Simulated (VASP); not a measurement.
# Fe2Pt (P-3m1) in VASP: notebook

Runs on Fe2Pt. Level: PBE. Tasks: single point, relaxation of cell and atoms.

All numbers are computed with VASP 6.6.1; they aren't measurements. Logs are shortened: lines on timing, memory, paths and dates and some standing lists are left out, and cuts for length are marked.

## 1. The cell of the first run

The structure is trigonal, space group P-3m1 (No. 164). Conventional cell: a = 4.181 Å, b = 4.181 Å, c = 2.560 Å, α = 90.00°, β = 90.00°, γ = 120.00°. Within 3.4 Å of Fe (site symmetry 3m) lie 6 Pt at 2.56 to 2.96 Å and 8 Fe at 2.56 to 2.96 Å. Within 3.4 Å of Pt (site symmetry -3m) lie 12 Fe at 2.56 to 2.96 Å and 2 Pt at 2.56 Å.

## 2. Single point, PBE, collinear spin, ferromagnetic start

INCAR reads:

```
SYSTEM = Fe2Pt
PREC = Accurate ; ENCUT = 520
EDIFF = 1E-6 ; ISMEAR = 0
SIGMA = 0.1 ; LREAL = .False.
LASPH = .True. ; NELM = 150
ALGO = Normal ; ISIF = 2
LWAVE = .False. ; LCHARG = .True.
ISPIN = 2 ; MAGMOM = 4 4 0
LORBIT = 11 ; LMAXMIX = 4
GGA = PE ; LELF = .True.
LVHAR = .True. ; NBANDS = 24
```

KPOINTS reads:

```
regular mesh
0
Gamma
  6 6 6
  0 0 0
```

POSCAR reads:

```
Fe2Pt
1.0
    4.1810489600      0.0000000000      0.0000000000
   -2.0905244800      3.6208946200      0.0000000000
    0.0000000000      0.0000000000      2.5603591400
Fe Pt
2 1
Direct
    0.3333333300      0.6666666700      0.3333333300
    0.6666666700      0.3333333300      0.6666666700
    0.0000000000      0.0000000000      0.0000000000
```

Potentials or basis: VASP PAW PBE potentials, release 64 (Fe, Pt).

Run with:

```bash
$ cat potpaw_PBE.64/Fe/POTCAR potpaw_PBE.64/Pt/POTCAR > POTCAR
$ mpirun -np 1 vasp_std > vasp.out
```

OUTCAR:

```text
SYSTEM = Fe2Pt
   PREC = Accurate
   ENCUT = 520
   EDIFF = 1E-6
   ISMEAR = 0
   LREAL = .False.
   LASPH = .True.
   NELM = 150
   ISIF = 2
   ISPIN = 2
   LORBIT = 11
   GGA = PE

 ion  position               nearest neighbor table
   1  0.333  0.667  0.333-   3 2.56   2 2.56   2 2.56   3 2.56   3 2.56   2 2.56   2 2.96   2 2.96
                             3 2.96   3 2.96   3 2.96   2 2.96
   2  0.667  0.333  0.667-   3 2.56   1 2.56   1 2.56   3 2.56   3 2.56   1 2.56   1 2.96   1 2.96
                             3 2.96   3 2.96   3 2.96   1 2.96
   3  0.000  0.000  0.000-   1 2.56   2 2.56   2 2.56   1 2.56   2 2.56   1 2.56   2 2.96   1 2.96
                             2 2.96   1 2.96   2 2.96   1 2.96

  LATTYP: Found a hexagonal cell.
 ALAT       =     4.1810489600
 C/A-ratio  =     0.6123724368

  Lattice vectors:

 A1 = (   4.1810489600,   0.0000000000,   0.0000000000)
 A2 = (  -2.0905244800,   3.6208946200,   0.0000000000)
 A3 = (   0.0000000000,   0.0000000000,   2.5603591400)

Analysis of symmetry for initial positions (statically):
=====================================================================
 Subroutine PRICEL returns:
 Original cell was already a primitive cell.

 Routine SETGRP: Setting up the symmetry group for a
 hexagonal supercell.

 Subroutine GETGRP returns: Found 12 space group operations
 (whereof 12 operations were pure point group operations)
 out of a pool of 24 trial point group operations.

The static configuration has the point symmetry D_3d.

Analysis of symmetry for dynamics (positions and initial velocities):
=====================================================================
 Subroutine PRICEL returns:
 Original cell was already a primitive cell.

 Routine SETGRP: Setting up the symmetry group for a
 hexagonal supercell.

 Subroutine GETGRP returns: Found 12 space group operations
 (whereof 12 operations were pure point group operations)
 out of a pool of 24 trial point group operations.

The dynamic configuration has the point symmetry D_3d.

Analysis of structural, dynamic, and magnetic symmetry:
=====================================================================
 Subroutine PRICEL returns:
 Original cell was already a primitive cell.

 Routine SETGRP: Setting up the symmetry group for a
 hexagonal supercell.

 Subroutine GETGRP returns: Found 12 space group operations
 (whereof 12 operations were pure point group operations)
 out of a pool of 24 trial point group operations.

The overall configuration has the point symmetry D_3d.
[... 125 lines left out ...]
   LORBIT       =     11    0 simple, 1 ext, 2 COOP (PROOUT), +10 PAW based schemes
   GGA     = PE    functional components
   LHFCALC =     F    Hartree Fock is set to
   AEXX    =    0.0000 exact exchange contribution
   IVDW    =     0    specifies the selected vdW correction
   LEPSILON=     F    determine dielectric tensor
   LRPA    =     F    only Hartree local field effects (RPA)
 spin polarized calculation
 Gauss-broadening in eV      SIGMA  =   0.10
  energy-cutoff  :      520.00
  volume of cell :       38.76
 maximum number of plane-waves:      1071
 NGX is ok and might be reduce to    32
   NGX = 15   NGY = 15   NGZ =  9

 number of electron      26.0000008 magnetization       6.0287493

 Free energy of the ion-electron system (eV)
  ---------------------------------------------------
  ext. energy  EPLUGINS =         0.00000000
  ---------------------------------------------------
  free energy    TOTEN  =       -22.66593448 eV

  energy without entropy =      -22.64938334  energy(sigma->0) =      -22.65765891

 E-fermi :   8.1357     XC(G=0): -13.0928

 val. band max:        8.1322566331   @ k =   0.5000  -0.0000   0.0000
 cond. band min:       8.1446038609   @ k =   0.5000  -0.0000   0.5000
 fundamental gap:      0.0123472278
 Fermi energy:         8.1356672372

 spin component 1

 k-point     1 :       0.0000    0.0000    0.0000
  band No.  band energies     occupation
      1      -1.4317      1.00000
      2       1.7826      1.00000
      3       3.3135      1.00000
      4       3.3135      1.00000
      5       4.2097      1.00000
      6       4.6145      1.00000
[... 637 lines left out ...]
     23      20.9875      0.00000
     24      23.3295      0.00000

 [... further k-points ...]

 spin component 2

 k-point     1 :       0.0000    0.0000    0.0000
  band No.  band energies     occupation
      1      -1.2321      1.00000
      2       2.1277      1.00000
      3       3.6615      1.00000
      4       3.6615      1.00000
      5       6.0859      1.00000
      6       6.4160      1.00000
[... 637 lines left out ...]
     23      21.6559      0.00000
     24      23.8304      0.00000

 [... further k-points ...]

------------------------ aborting loop because EDIFF is reached ----------------------------------------

  FORCE on cell =-STRESS in cart. coord.  units (eV):
  Direction    XX          YY          ZZ          XY          YZ          ZX
  --------------------------------------------------------------------------------------
  -------------------------------------------------------------------------------------
  Total        1.7323501      1.7323501      4.0503665      0.0000000      0.0000000      0.0000000
  in kB       71.6051447     71.6051450    167.4182800      0.0000000      0.0000000      0.0000000
  external PRESSURE =     103.5428566 kB  Pullay stress =       0.0000000 kB

 VOLUME and BASIS-vectors are now :
 -----------------------------------------------------------------------------
  energy-cutoff  :      520.00
  volume of cell :       38.76
      direct lattice vectors                 reciprocal lattice vectors
     4.181048960  0.000000000  0.000000000     0.239174430  0.138087421  0.000000000
    -2.090524480  3.620894620  0.000000000     0.000000000  0.276174842  0.000000000
     0.000000000  0.000000000  2.560359140     0.000000000  0.000000000  0.390570207

 POSITION                                       TOTAL-FORCE (eV/Angst)
 -----------------------------------------------------------------------------------
     -0.00000      2.41393      0.85345        -0.000000      0.000000      0.679564
      2.09052      1.20696      1.70691         0.000000     -0.000000     -0.679564
      0.00000      0.00000      0.00000        -0.000000      0.000000      0.000000
 -----------------------------------------------------------------------------------
    total drift:                                0.000000      0.000000      0.000000

  FREE ENERGIE OF THE ION-ELECTRON SYSTEM (eV)
  ---------------------------------------------------
  free  energy   TOTEN  =       -22.6659344823 eV

  energy  without entropy=      -22.6493833447  energy(sigma->0) =      -22.65765891

 total charge

# of ion       s       p       d       tot
------------------------------------------
    1        0.433   0.480   6.186   7.099
    2        0.433   0.480   6.186   7.099
    3        0.763   0.751   8.051   9.565
--------------------------------------------------
tot          1.628   1.711  20.423  23.762

 magnetization (x)

# of ion       s       p       d       tot
------------------------------------------
    1        0.002  -0.013   2.784   2.773
    2        0.002  -0.013   2.784   2.773
    3       -0.014  -0.076   0.518   0.427
--------------------------------------------------
tot         -0.010  -0.102   6.085   5.973
```

Wall time 26 s (1 thread of Intel Xeon 6975P-C (Granite Rapids), shared host); peak memory 0.2 GiB.

Results:

- Free energy: -22.6659 eV
- Pressure: 10.4 GPa
- Largest force: 0.680 eV/Å
- Band gap on the k mesh: zero (filled and empty bands overlap)
- Net moment: 6.03 μB per cell
- Site moments: Fe +2.77; Pt +0.43 μB
- Valence electrons inside the program's atomic spheres: Fe 7.10; Pt 9.56

Forces on the atoms (eV/Å):
```
Fe   0.000  0.000  0.680
Fe   0.000  0.000 -0.680
Pt   0.000  0.000  0.000
```

Caveat: the k points lie up to 0.41 Å⁻¹ apart; spin-orbit coupling is left out, which moves the levels of the heavy elements.

## 3. Single point, PBE, collinear spin, ferromagnetic start

This run uses another cell than the first one, of 13.40 Å³/atom, 1.037 times its volume.

INCAR reads:

```
ALGO = Fast
EDIFF = 1E-6
ENCUT = 520
GGA = PE
ISIF = 2
ISMEAR = 0
ISPIN = 2
LASPH = True
LCHARG = True
LELF = True
LMAXMIX = 4
LORBIT = 11
LREAL = False
LVHAR = True
LWAVE = False
MAGMOM = 4 4 0
NBANDS = 24
NELM = 150
PREC = Accurate
SIGMA = 0.1
```

KPOINTS reads:

```
k-points
0
Gamma
  6 6 6
```

POSCAR reads:

```
Fe2Pt
1.0
    4.1864309029      0.0000000000      0.0000000000
   -2.0932154515      3.6255555131      0.0000000000
    0.0000000000      0.0000000000      2.6480872842
Fe Pt
2 1
Direct
    0.3333333333      0.6666666667      0.3861203375
    0.6666666667      0.3333333333      0.6138796625
    0.0000000000      0.0000000000      0.0000000000
```

Potentials or basis: VASP PAW PBE potentials, release 64 (Fe, Pt).

Run with:

```bash
$ cat potpaw_PBE.64/Fe/POTCAR potpaw_PBE.64/Pt/POTCAR > POTCAR
$ mpirun -np 1 vasp_std > vasp.out
```

Run time: 26 s. Hardware: 1 thread of Intel Xeon 6975P-C (Granite Rapids), shared host; peak memory 0.2 GiB.

The run converged. Its results:

| Item | Value |
| --- | --- |
| Free energy | -22.8257 eV |
| Pressure | -0.2 GPa |
| Largest force | 0.013 eV/Å |
| Band gap on the k mesh | zero (filled and empty bands overlap) |
| Net moment | 5.98 μB per cell |
| Site moments | Fe +2.77; Pt +0.41 μB |
| Valence electrons inside the program's atomic spheres | Fe 7.05; Pt 9.42 |

Forces on the atoms (eV/Å):
```
Fe   0.000  0.000  0.013
Fe   0.000  0.000 -0.013
Pt   0.000  0.000  0.000
```

Stress tensor (GPa, compression positive):
```
-0.05  0.00  0.00
 0.00 -0.05  0.00
 0.00  0.00 -0.45
```

Levels at points of the mesh, in eV from the Fermi level:
Spin up:
| k point | band 13 | band 14 | band 15 | band 16 | band 17 | band 18 | band 19 | band 20 |
| --- | --- | --- | --- | --- | --- | --- | --- | --- |
| (0.00, 0.00, 0.00) | -1.76 | -1.76 | -1.02 | -1.02 | 5.79 | 5.79 | 7.08 | 7.39 |
| (0.50, 0.00, 0.00) | -1.33 | -1.27 | -1.05 | -1.03 | -0.12 | 0.09 | 6.53 | 13.67 |
| (0.00, 0.00, 0.50) | -0.71 | -0.39 | -0.39 | 0.91 | 2.19 | 7.96 | 7.96 | 8.07 |
| (0.50, 0.00, 0.50) | -1.20 | -0.83 | -0.13 | 0.02 | 2.23 | 4.12 | 6.05 | 9.05 |
Spin down:
```
           k point  band 8  band 9  band 10  band 11  band 12  band 13
(0.00, 0.00, 0.00)   -1.43   -1.43    -0.70    -0.01    -0.01     1.14
(0.50, 0.00, 0.00)   -1.07   -1.04    -0.37     0.22     0.56     1.21
(0.00, 0.00, 0.50)   -1.15    0.89     0.89     1.44     1.44     1.66
(0.50, 0.00, 0.50)   -1.07   -0.16    -0.15     0.70     1.11     1.14
```

Caveat: the k points lie up to 0.40 Å⁻¹ apart; spin-orbit coupling is left out, which moves the levels of the heavy elements.

(Part 1 of 2 ends here.)
